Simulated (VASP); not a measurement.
Mg: single point with PBE

The system is Mg.

```
Mg
1.0
     3.05030    0.00000    0.00000
    -1.52515    2.64164    0.00000
     0.00000    0.00000    3.28842
Mg
1
Direct
  0.00000 0.00000 0.00000
```

This cell differs from its parent crystal: strain +0.000 along x and y, +0.080 along z.

```yaml
Program: VASP 6.6.1
Task: single point
Functional: PBE
Potentials_or_basis: VASP PAW PBE potentials, release 64 (Mg)
Cutoff: 520 eV
k_mesh: 18 × 18 × 16
Occupations: gaussian, width 0.15 eV
Spin: no spin polarisation
```

```yaml
Pressure: -0.2 GPa
Band_gap_on_the_k_mesh: zero (bands 1 and 2 overlap by 4.92 eV)
```

Stress tensor (GPa, compression positive):
```
 1.00  0.00  0.00
 0.00  1.00  0.00
 0.00  0.00 -2.58
```

Levels at points of the mesh, in eV from the Fermi level:
```tsv
k point	band 1	band 2	band 3	band 4	band 5	band 6
(0.00, 0.00, 0.00)	-6.33	6.79	6.84	12.83	12.83	14.02
(0.50, 0.00, 0.00)	-1.30	-0.81	8.38	8.94	11.20	11.72
(0.00, 0.00, 0.50)	-3.47	-2.29	14.41	14.41	16.54	16.56
(0.50, 0.00, 0.50)	1.05	2.52	2.53	3.10	11.36	12.52
```

Wall time 24 s on 1 thread of Intel(R) Xeon(R) Platinum 8259CL CPU @ 2.50GHz (Skylake/Cascade Lake), with other jobs on the host, peak memory 0.18 GiB.

Caveat: the cell differs from its parent crystal (strain +0.000 along x and y, +0.080 along z).
